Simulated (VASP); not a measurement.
# Ge (Fd-3m) in VASP: single point with PBE

Aim: the single point of Ge with PBE.

Program: VASP 6.6.1. These are calculated values, not measurements. Logs are shortened: lines on timing, memory, paths and dates and some standing lists are left out, and cuts for length are marked.

**The experiment to reproduce.**

From “Electronic and optical properties of SixGe1-x-ySny alloys lattice-matched to Ge”, 2021, arxiv:2109.02782, for a bulk crystal of Ge at 300 K: band gap 0.807 eV (direct).

The results are compared with them further down.

## 1. The cell of the first run

The structure is cubic, space group Fd-3m (No. 227). Conventional cell: a = 5.761 Å, b = 5.761 Å, c = 5.761 Å, α = 90.00°, β = 90.00°, γ = 90.00°. Ge (site symmetry -43m) has 4 Ge at 2.49 Å within 3.3 Å.

## 2. Single point, PBE

File INCAR:

```
ALGO = Normal ; EDIFF = 1E-6
ENCUT = 500 ; GGA = PE
GGA_COMPAT = F ; ISIF = 2
ISMEAR = 0 ; LASPH = T
LCHARG = F ; LREAL = F
LWAVE = F ; NBANDS = 21
NELM = 120 ; PREC = Accurate
SIGMA = 0.1
```

File KPOINTS:

```
k-points
0
Gamma
  14 14 14
```

File POSCAR:

```
Ge
1.0
    0.0000000000      2.8805346051      2.8805346051
    2.8805346051      0.0000000000      2.8805346051
    2.8805346051      2.8805346051      0.0000000000
Ge
2
Direct
    0.5000000000      0.5000000000      0.5000000000
    0.7500000000      0.7500000000      0.7500000000
```

Potentials or basis: VASP PAW PBE potentials, release 64 (Ge_d).

Command:

```console
> cat potpaw_PBE.64/Ge_d/POTCAR > POTCAR
> mpirun -np 1 vasp_std > vasp.out
```

OUTCAR:

```text
EDIFF = 1E-6
   ENCUT = 500
   GGA = PE
   ISIF = 2
   ISMEAR = 0
   LASPH = T
   LREAL = F
   NELM = 120
   PREC = Accurate

 ion  position               nearest neighbor table
   1  0.500  0.500  0.500-   2 2.49   2 2.49   2 2.49   2 2.49
   2  0.750  0.750  0.750-   1 2.49   1 2.49   1 2.49   1 2.49

  LATTYP: Found a face centered cubic cell.
 ALAT       =     5.7610692102

  Lattice vectors:

 A1 = (   0.0000000000,   2.8805346051,   2.8805346051)
 A2 = (   2.8805346051,   0.0000000000,   2.8805346051)
 A3 = (   2.8805346051,   2.8805346051,   0.0000000000)

Analysis of symmetry for initial positions (statically):
=====================================================================
 Subroutine PRICEL returns:
 Original cell was already a primitive cell.

 Routine SETGRP: Setting up the symmetry group for a
 face centered cubic supercell.

 Subroutine GETGRP returns: Found 48 space group operations
 (whereof 24 operations were pure point group operations)
 out of a pool of 48 trial point group operations.

The static configuration has the point symmetry T_d .
 The point group associated with its full space group is O_h .

Analysis of symmetry for dynamics (positions and initial velocities):
=====================================================================
 Subroutine PRICEL returns:
 Original cell was already a primitive cell.

 Routine SETGRP: Setting up the symmetry group for a
 face centered cubic supercell.

 Subroutine GETGRP returns: Found 48 space group operations
 (whereof 24 operations were pure point group operations)
 out of a pool of 48 trial point group operations.

The dynamic configuration has the point symmetry T_d .
 The point group associated with its full space group is O_h .

 Subroutine INISYM returns: Found 48 space group operations
 (whereof 24 operations are pure point group operations),
 and found     1 'primitive' translations

----------------------------------------------------------------------------------------

                                     Primitive cell

  volume of cell :      47.8024

  direct lattice vectors                    reciprocal lattice vectors
     0.000000000  2.880534605  2.880534605    -0.173578890  0.173578890  0.173578890
     2.880534605  0.000000000  2.880534605     0.173578890 -0.173578890  0.173578890
     2.880534605  2.880534605  0.000000000     0.173578890  0.173578890 -0.173578890

  length of vectors
     4.073691105  4.073691105  4.073691105     0.300647457  0.300647457  0.300647457

  position of ions in fractional coordinates (direct lattice)
     0.500000000  0.500000000  0.500000000
     0.750000000  0.750000000  0.750000000

  ion indices of the primitive-cell ions
   primitive index   ion index
                 1           1
                 2           2

----------------------------------------------------------------------------------------

 KPOINTS: k-points

Automatic generation of k-mesh.
 Grid dimensions read from file:
 generate k-points for:   14   14   14

 Generating k-lattice:

  Cartesian coordinates                     Fractional coordinates (reciprocal lattice)
    -0.012398492  0.012398492  0.012398492     0.071428571  0.000000000  0.000000000
     0.012398492 -0.012398492  0.012398492     0.000000000  0.071428571  0.000000000
     0.012398492  0.012398492 -0.012398492     0.000000000  0.000000000  0.071428571

  Length of vectors
     0.021474818  0.021474818  0.021474818

  Shift w.r.t. Gamma in fractional coordinates (k-lattice)
     0.000000000  0.000000000  0.000000000

 Subroutine IBZKPT returns following result:
 ===========================================

 Found    104 irreducible k-points:

 Following reciprocal coordinates:
            Coordinates               Weight
  0.000000  0.000000  0.000000      1.000000
  0.071429  0.000000  0.000000      8.000000
  0.142857  0.000000  0.000000      8.000000
  0.214286  0.000000  0.000000      8.000000
  0.285714  0.000000  0.000000      8.000000
  0.357143  0.000000  0.000000      8.000000
[... 16 lines left out ...]
  0.214286  0.142857  0.000000     24.000000
  0.285714  0.142857  0.000000     24.000000
 [... further k-points ...]
   k-points           NKPTS =    104   k-points in BZ     NKDIM =    104   number of bands    NBANDS=     21
   number of dos      NEDOS =    301   number of ions     NIONS =      2
   total plane-waves  NPLWV =  27000
   dimension x,y,z NGX =    30 NGY =   30 NGZ =   30
   dimension x,y,z NGXF=    60 NGYF=   60 NGZF=   60
   ions per type =               2
   NGX,Y,Z   is equivalent  to a cutoff of  12.24, 12.24, 12.24 a.u.
   NGXF,Y,Z  is equivalent  to a cutoff of  24.49, 24.49, 24.49 a.u.
 SYSTEM =  unknown system
   PREC   = accura    normal or accurate (medium, high low for compatibility)
   ISTART =      0    job   : 0-new  1-cont  2-samecut
   ICHARG =      2    charge: 1-file 2-atom 10-const
   ISPIN  =      1    spin polarized calculation?
   LNONCOLLINEAR =      F non collinear calculations
   LSORBIT =      F    spin-orbit coupling
   LASPH  =      T    aspherical Exc in radial PAW
   ENCUT  =  500.0 eV  36.75 Ry    6.06 a.u.   7.43  7.43  7.43*2*pi/ulx,y,z
   NELM   =    120;   NELMIN=  2; NELMDL= -5     # of ELM steps
   EDIFF  = 0.1E-05   stopping-criterion for ELM
   LREAL  =      F    real-space projection
   EDIFFG = 0.1E-04   stopping-criterion for IOM
   NSW    =      0    number of steps for IOM
   IBRION =     -1    ionic relax: 0-MD 1-quasi-New 2-CG
   NFREE  =      0    steps in history (QN), initial steepest desc. (CG)
   ISIF   =      2    stress and relaxation
   ISYM   =      2    0-nonsym 1-usesym 2-fastsym
   POTIM  = 0.5000    time-step for ionic-motion
   TEBEG  =    0.0;   TEEND  =   0.0 temperature during run
   PSTRESS=    0.0 pullay stress
   NELECT =      28.0000    total number of electrons
   NUPDOWN=      -1.0000    fix difference up-down
   EMIN   =  10.00;   EMAX   =-10.00  energy-range for DOS
   EFERMI =   0.00;   METHOD = LEGACY
   ISMEAR =     0;   SIGMA  =   0.10  broadening in eV -4-tet -1-fermi 0-gaus
   EFERMI_NEDOS =   21; number of points for ismear=-14 and -15
   IALGO  =     38    algorithm
   IMIX   =      4    mixing-type and parameters
     AMIX     =   0.40;   BMIX     =  1.00
     AMIX_MAG =   1.60;   BMIX_MAG =  1.00
  volume/ion in A,a.u.               =      23.90       161.29
  Fermi-wavevector in a.u.,A,eV,Ry     =   1.369760  2.588471 25.527821  1.876242
  Thomas-Fermi vector in A             =   2.495606
   LORBIT       =      0    0 simple, 1 ext, 2 COOP (PROOUT), +10 PAW based schemes
   GGA     = PE    functional components
   LHFCALC =     F    Hartree Fock is set to
   AEXX    =    0.0000 exact exchange contribution
   IVDW    =     0    specifies the selected vdW correction
   LEPSILON=     F    determine dielectric tensor
   LRPA    =     F    only Hartree local field effects (RPA)
 non-spin polarized calculation
 Gauss-broadening in eV      SIGMA  =   0.10
  energy-cutoff  :      500.00
  volume of cell :       47.80
 maximum number of plane-waves:      1243
 NGX is ok and might be reduce to    30
   NGX = 15   NGY = 15   NGZ = 15

 number of electron      27.9999979 magnetization

 Free energy of the ion-electron system (eV)
  ---------------------------------------------------
  ext. energy  EPLUGINS =         0.00000000
  ---------------------------------------------------
  free energy    TOTEN  =        -9.03654625 eV

  energy without entropy =       -9.03613008  energy(sigma->0) =       -9.03633817

 E-fermi :   4.4691     XC(G=0):  -9.6703

 val. band max:        4.3638012803   @ k =  -0.0714   0.0714   0.0000
 cond. band min:       4.4773461625   @ k =   0.0000   0.0000   0.0000
 fundamental gap:      0.1135448822
 Fermi energy:         4.4691127171

 k-point     1 :       0.0000    0.0000    0.0000
  band No.  band energies     occupation
      1     -20.2689      2.00000
      2     -20.2689      2.00000
      3     -20.2689      2.00000
      4     -20.2367      2.00000
      5     -20.2367      2.00000
      6     -20.0537      2.00000
[... 13 lines left out ...]
     20      13.8164      0.00000
     21      13.8164      0.00000

 k-point     2 :       0.0714    0.0000    0.0000
  band No.  band energies     occupation
      1     -20.2717      2.00000
      2     -20.2717      2.00000
      3     -20.2681      2.00000
      4     -20.2330      2.00000
      5     -20.2330      2.00000
      6     -20.0591      2.00000
[... 13 lines left out ...]
     20      13.3877      0.00000
     21      13.3877      0.00000

 k-point     3 :       0.1429    0.0000    0.0000
  band No.  band energies     occupation
      1     -20.2772      2.00000
      2     -20.2772      2.00000
      3     -20.2660      2.00000
      4     -20.2248      2.00000
      5     -20.2248      2.00000
      6     -20.0670      2.00000
[... 13 lines left out ...]
     20      12.8672      0.00000
     21      12.8672      0.00000

 k-point     4 :       0.2143    0.0000    0.0000
  band No.  band energies     occupation
      1     -20.2824      2.00000
      2     -20.2824      2.00000
      3     -20.2629      2.00000
      4     -20.2161      2.00000
      5     -20.2161      2.00000
      6     -20.0743      2.00000
[... 13 lines left out ...]
     20      12.6636      0.00000
     21      12.6636      0.00000

 k-point     5 :       0.2857    0.0000    0.0000
  band No.  band energies     occupation
      1     -20.2863      2.00000
      2     -20.2863      2.00000
      3     -20.2594      2.00000
      4     -20.2088      2.00000
      5     -20.2088      2.00000
      6     -20.0799      2.00000
[... 13 lines left out ...]
     20      12.9055      0.00000
     21      12.9055      0.00000

 k-point     6 :       0.3571    0.0000    0.0000
  band No.  band energies     occupation
      1     -20.2887      2.00000
      2     -20.2887      2.00000
      3     -20.2562      2.00000
      4     -20.2038      2.00000
      5     -20.2038      2.00000
      6     -20.0834      2.00000
[... 13 lines left out ...]
     20      13.5903      0.00000
     21      13.5903      0.00000

 k-point     7 :       0.4286    0.0000    0.0000
  band No.  band energies     occupation
      1     -20.2899      2.00000
      2     -20.2899      2.00000
      3     -20.2539      2.00000
      4     -20.2012      2.00000
      5     -20.2012      2.00000
      6     -20.0851      2.00000
[... 13 lines left out ...]
     20      14.5920      0.00000
     21      14.5920      0.00000
[... 291 lines left out ...]
      1     -20.2826      2.00000
      2     -20.2776      2.00000
      3     -20.2650      2.00000
      4     -20.2229      2.00000
      5     -20.2161      2.00000
      6     -20.0775      2.00000
[... 13 lines left out ...]
     20      12.3365      0.00000
     21      13.0021      0.00000

 k-point    21 :      -0.0714    0.0714    0.0000
  band No.  band energies     occupation
      1     -20.2767      2.00000
      2     -20.2724      2.00000
      3     -20.2682      2.00000
      4     -20.2299      2.00000
      5     -20.2257      2.00000
      6     -20.0685      2.00000
[... 13 lines left out ...]
     20      12.7046      0.00000
     21      13.2426      0.00000

 k-point    22 :       0.1429    0.1429    0.0000
  band No.  band energies     occupation
      1     -20.2755      2.00000
      2     -20.2753      2.00000
      3     -20.2753      2.00000
      4     -20.2268      2.00000
      5     -20.2117      2.00000
      6     -20.0899      2.00000
[... 13 lines left out ...]
     20      12.2420      0.00000
     21      14.1531      0.00000

 k-point    23 :       0.2143    0.1429    0.0000
  band No.  band energies     occupation
      1     -20.2830      2.00000
      2     -20.2790      2.00000
      3     -20.2706      2.00000
      4     -20.2202      2.00000
      5     -20.2014      2.00000
      6     -20.1011      2.00000
[... 13 lines left out ...]
     20      12.9836      0.00000
     21      14.0889      0.00000

 k-point    24 :       0.2857    0.1429    0.0000
  band No.  band energies     occupation
      1     -20.2902      2.00000
      2     -20.2833      2.00000
      3     -20.2635      2.00000
      4     -20.2123      2.00000
      5     -20.1922      2.00000
      6     -20.1098      2.00000
[... 13 lines left out ...]
     20      13.5984      0.00000
     21      14.1264      0.00000

 [... further k-points ...]
[... 5 lines left out ...]
  --------------------------------------------------------------------------------------
  -------------------------------------------------------------------------------------
  Total       -0.0459926     -0.0459926     -0.0459926      0.0000000      0.0000000      0.0000000
  in kB       -1.5415203     -1.5415203     -1.5415203      0.0000000      0.0000000      0.0000000
  external PRESSURE =      -1.5415203 kB  Pullay stress =       0.0000000 kB

 VOLUME and BASIS-vectors are now :
 -----------------------------------------------------------------------------
  energy-cutoff  :      500.00
  volume of cell :       47.80
      direct lattice vectors                 reciprocal lattice vectors
     0.000000000  2.880534605  2.880534605    -0.173578890  0.173578890  0.173578890
     2.880534605  0.000000000  2.880534605     0.173578890 -0.173578890  0.173578890
     2.880534605  2.880534605  0.000000000     0.173578890  0.173578890 -0.173578890

 POSITION                                       TOTAL-FORCE (eV/Angst)
 -----------------------------------------------------------------------------------
      2.88053      2.88053      2.88053        -0.000000     -0.000000     -0.000000
      4.32080      4.32080      4.32080         0.000000      0.000000      0.000000
 -----------------------------------------------------------------------------------
    total drift:                                0.000000     -0.000000      0.000000

  FREE ENERGIE OF THE ION-ELECTRON SYSTEM (eV)
  ---------------------------------------------------
  free  energy   TOTEN  =        -9.0365462522 eV

  energy  without entropy=       -9.0361300786  energy(sigma->0) =       -9.03633817
```

It took 75 s on 1 thread of Intel Xeon 6975P-C, shared host; peak memory 0.21 GiB.

What came out:

- Free energy: -9.0365 eV
- Pressure: -0.2 GPa
- Band gap on the k mesh: zero (filled and empty bands touch)

## 3. How close it comes

Step 2. Against the measured gap of Ge, 0.807 eV (direct; 300 K; “Electronic and optical properties of SixGe1-x-ySny alloys lattice-matched to Ge”, 2021, arxiv:2109.02782), the calculated 0.00 eV is off by -0.81 eV. 3 values of this kind are on record (0.666 to 0.807 eV); this one was drawn at random among those near their median. Spin-orbit coupling on Ge is left out. The value is that of PBE on a finite k mesh, which can miss the band edges, without temperature or zero-point motion. Semilocal functionals fall short of measured gaps as a rule.
